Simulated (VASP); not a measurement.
Input of a VASP 6.6.1 run:

File INCAR:

```
SYSTEM = Pr2F
PREC = Accurate
ENCUT = 600
EDIFF = 1E-7
ISMEAR = 0
SIGMA = 0.1
LREAL = .False.
LASPH = .True.
NELM = 200
ALGO = Normal
ISIF = 3
LWAVE = .False.
LCHARG = .False.
GGA = PE
IBRION = 2
NSW = 90
EDIFFG = -0.04
GGA_COMPAT = .False.
NELMIN = 4
LMAXMIX = 6
```

Contents of KPOINTS:

```
Automatic mesh
0
Gamma
  6 6 6
  0 0 0
```

POSCAR

```
Pr2F
1.0
    4.8572332300      0.0000000000      0.0000000000
   -2.4286166100      4.2064873700      0.0000000000
    0.0000000000      0.0000000000      3.3890420500
Pr F
2 1
Direct
    0.3333333300      0.6666666700      0.5000000000
    0.6666666700      0.3333333300      0.5000000000
    0.0000000000      0.0000000000      0.5000000000
```

Potentials or basis: VASP PAW PBE potentials, release 64 (Pr_3, F), 4f in core.

Command:

```console
$ cat potpaw_PBE.64/Pr_3/POTCAR potpaw_PBE.64/F/POTCAR > POTCAR
$ mpirun -np 1 vasp_std > vasp.out
```

Estimate the band gap on the k mesh.

zero (an odd number of electrons rules out a gap without spin polarisation).

Estimate the relaxed cell.

a = 5.200 Å, b = 5.200 Å, c = 3.379 Å, α = 90.00°, β = 90.00°, γ = 120.00°.

Final structure:
```cif
data_structure
_symmetry_space_group_name_H-M 'P 1'
_symmetry_Int_Tables_number 1
_cell_length_a 5.2004
_cell_length_b 5.2004
_cell_length_c 3.3795
_cell_angle_alpha 90.000
_cell_angle_beta 90.000
_cell_angle_gamma 120.000
_cell_volume 79.15
loop_
_atom_site_label
_atom_site_type_symbol
_atom_site_fract_x
_atom_site_fract_y
_atom_site_fract_z
_atom_site_occupancy
Pr1 Pr 0.33333 0.66667 0.50000 1
Pr2 Pr 0.66667 0.33333 0.50000 1
F1 F 0.00000 0.00000 0.50000 1
```

Caveat: spin-orbit coupling is left out, which moves the levels of the heavy elements; the 4f electrons are frozen in the core, so they carry no moment and show no levels; the run has no spin polarisation, though such a crystal can be magnetic. With open d or f shells a metallic result of PBE can be an artefact of self-interaction; +U or a hybrid may open a gap.
